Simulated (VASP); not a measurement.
A run of VASP 6.6.1 is set up as follows.

The input INCAR:

```
SYSTEM = Ta
PREC     = Accurate       ! precision mode
ENCUT    = 520            ! plane-wave cutoff, eV
EDIFF    = 1E-6           ! SCF threshold, eV
ISMEAR   = -1             ! smearing method
SIGMA    = 0.1            ! smearing width, eV
LREAL    = .False.        ! projectors in reciprocal space
LASPH    = .True.         ! aspherical terms in the spheres
NELM     = 80             ! most SCF steps
ALGO     = Normal         ! electronic algorithm
ISIF     = 2              ! what is computed and relaxed
LWAVE    = .False.        ! write WAVECAR
LCHARG   = .False.        ! write CHGCAR
GGA      = RE             ! functional
NBANDS   = 12             ! bands
```

File KPOINTS:

```
regular mesh
0
Gamma
  12 12 12
  0 0 0
```

Contents of POSCAR:

```
Ta
1.0
    2.7551434811      0.0000000000      0.0000000000
    0.0000000000      2.7551434811      0.0000000000
    0.0000000000      0.0000000000      2.7551434811
Ta
1
Direct
    0.0000000000      0.0000000000      0.0000000000
```

Potentials or basis: VASP PAW PBE potentials, release 64 (Ta_pv).

Launch:

```bash
$ cat potpaw_PBE.64/Ta_pv/POTCAR > POTCAR
$ mpirun -np 1 vasp_std > vasp.out
```

(1) Estimate the pressure.

## Answers

(1) 0.0 GPa.

Caveat: the PAW data sets were made with another functional, which shifts forces and pressure a little.
